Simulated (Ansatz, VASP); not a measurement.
# One calculation of Y, two programs

The input INCAR:

```
  PREC = Accurate
  ENCUT = 520
  EDIFF = 1E-6
  ISMEAR = -1
  SIGMA = 0.08
  LREAL = F
  LASPH = T
  NELM = 100
  ALGO = Normal
  ISIF = 2
  LWAVE = F
  LCHARG = F
  NBANDS = 18
```

File KPOINTS:

```
Automatic mesh
0
Gamma
  12 12 7
```

The input POSCAR:

```
Y
1.0
    3.6636305529      0.0000000000      0.0000000000
   -1.8318152764      3.1727971289      0.0000000000
    0.0000000000      0.0000000000      5.7664944924
Y
2
Direct
    0.3333333333      0.6666666667      0.2500000000
    0.6666666667      0.3333333333      0.7500000000
```

Input for Ansatz:

```yaml
crystal:
  lattice:
    - [3.6636305529, 0.0, 0.0]
    - [-1.8318152764, 3.1727971289, 0.0]
    - [0.0, 0.0, 5.7664944924]
  atoms:
    - { symbol: "Y", position: [0.3333333333, 0.6666666667, 0.25] }
    - { symbol: "Y", position: [0.6666666667, 0.3333333333, 0.75] }
kpoints:
  mp_grid: { grid: [12, 12, 7] }
  band_path:
    path:
      - [0.0, 0.0, 0.0]
      - [0.5, 0.0, 0.0]
      - [0.3333333333, 0.3333333333, 0.0]
      - [0.0, 0.0, 0.0]
      - [0.0, 0.0, 0.5]
      - [0.5, 0.0, 0.5]
      - [0.3333333333, 0.3333333333, 0.5]
      - [0.0, 0.0, 0.5]
      - [0.5, 0.0, 0.5]
    npoints: 5
scf:
  occupations: { method: fermi_dirac, width: 0.08 }
hamiltonian:
  xc: lda
  pseudopotentials: { kind: all_electron, lapw: { basis_error: 0.00025 } }
output:
  forces: true
  stress: true
  eigenvalues: true
```

Change from the starting cell: volume scaled by 1.01.

Alike in both runs: task single point; functional LDA; k mesh 12 × 12 × 7; occupations fermi-dirac, width 0.08 eV; no spin polarisation.

|  | VASP | Ansatz |
| --- | --- | --- |
| version | VASP 6.6.1 | Ansatz 0.2.0 |
| potentials or method | VASP PAW LDA potentials, release 64 (Y_sv), cutoff 520 eV | all-electron LAPW, scalar-relativistic |

VASP gave:

* pressure (GPa): -4.3
* traceless stress, the component that is largest in VASP (GPa): -0.39

Problem. Which values does Ansatz return?

Solution. Pressure (GPa): -4.2; traceless stress, the component that is largest in VASP (GPa): -0.40.

LDA's correlation is that of Perdew and Zunger in VASP and of Perdew and Wang (1992) in Ansatz. Ansatz ran all-electron here, and VASP with PAW potentials.
